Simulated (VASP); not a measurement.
A run of VASP 6.6.1 is set up as follows.

Contents of INCAR:

```
SYSTEM = BaCr2F6
PREC = Accurate ; ENCUT = 600
EDIFF = 1E-6 ; ISMEAR = 0
SIGMA = 0.1 ; LREAL = .False.
LASPH = .True. ; NELM = 200
ALGO = Normal ; ISIF = 2
LWAVE = .False. ; LCHARG = .True.
ISPIN = 2 ; MAGMOM = 0 3.4 3.4 0 0 0 0 0 0
LORBIT = 11 ; LMAXMIX = 4
GGA = PE ; LVHAR = .True.
NBANDS = 52 ; GGA_COMPAT = .False.
KPAR = 4
```

File KPOINTS:

```
regular mesh
0
Gamma
  10 10 6
  0 0 0
```

File POSCAR:

```
BaCr2F6
1.0
    4.2421147730      0.0000000000      0.0000000000
    0.0000000000      4.2421147730      0.0000000000
    0.0000000000      0.0000000000      8.2465768881
Ba Cr F
1 2 6
Direct
    0.5000000000      0.5000000000      0.0000000000
    0.0000000000      0.0000000000      0.7388247423
    0.0000000000      0.0000000000      0.2611752577
    0.5000000000      0.0000000000      0.7809724855
    0.5000000000      0.0000000000      0.2190275145
    0.0000000000      0.5000000000      0.7809724855
    0.0000000000      0.5000000000      0.2190275145
    0.0000000000      0.0000000000      0.0000000000
    0.0000000000      0.0000000000      0.5000000000
```

Potentials or basis: VASP PAW PBE potentials, release 64 (Ba_sv, Cr_pv, F).

Run with:

```sh
$ cat potpaw_PBE.64/Ba_sv/POTCAR potpaw_PBE.64/Cr_pv/POTCAR potpaw_PBE.64/F/POTCAR > POTCAR
$ mpirun -np 4 vasp_std > vasp.out
```

Task: What does it give for the site moments?

Result: Ba +0.01; Cr +3.71; F +0.01, +0.03 (each value once) μB.

Task: Estimate the largest force.

Result: 0.039 eV/Å.

Task: Estimate the band gap on the k mesh.

Result: Zero (filled and empty bands overlap).

Task: What does it give for the net moment?

Result: 8.00 μB per cell.

Forces on the atoms (eV/Å):
```
Ba   0.000  0.000  0.000
Cr   0.000  0.000  0.005
Cr   0.000  0.000 -0.005
F    0.000  0.000 -0.039
F    0.000  0.000  0.039
F    0.000  0.000 -0.039
F    0.000  0.000  0.039
F    0.000  0.000  0.000
F    0.000  0.000  0.000
```

Caveat: the cell differs from its parent crystal (atoms taken out); spin-orbit coupling is left out, which moves the levels of the heavy elements; semilocal functionals often make such compounds metallic where correlation or magnetic order opens a gap, which also shifts bond lengths; the run started ferromagnetic, and an antiferromagnetic order may lie lower in energy.
